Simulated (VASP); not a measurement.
BaHfO3 (v.eB), 5 atoms in the cell. It takes space group Pm-3m (No. 221, cubic). Conventional cell: a = 4.207 Å, b = 4.207 Å, c = 4.207 Å, α = 90.00°, β = 90.00°, γ = 90.00°. Ba (site symmetry m-3m) has 12 O at 2.97 Å and 8 Hf at 3.64 Å within 3.9 Å. O (site symmetry 4/mmm) has 2 Hf at 2.10 Å within 2.8 Å. Within 2.8 Å of Hf (site symmetry m-3m) lie 6 O at 2.10 Å. 

* Program: VASP 6.6.1
* Task: single point
* Functional: PBE
* Potentials or basis: VASP PAW PBE potentials, release 64 (Ba_sv, O, Hf_pv)
* Cutoff: 600 eV
* k mesh: 4 × 4 × 4
* Occupations: gaussian, width 0.1 eV
* Spin: no spin polarisation
* Dipole correction: no
* Further INCAR settings: ALGO = Normal; EDIFF = 1e-06; NBANDS = 27

Potentials or basis: VASP PAW PBE potentials, release 64 (Ba_sv, O, Hf_pv).

The run is started by

```sh
$ cat potpaw_PBE.64/Ba_sv/POTCAR potpaw_PBE.64/O/POTCAR potpaw_PBE.64/Hf_pv/POTCAR > POTCAR
$ mpirun -np 1 vasp_std > vasp.out
```

Hardware: 1 thread of AMD EPYC 7R13, on a shared host.

**Question.** How long does it take, and how much memory?

**Answer.** It took 52 s on 1 thread of AMD EPYC 7R13, with other jobs on the host, peak memory 0.18 GiB. Counts: scf iterations 14, k points 10.
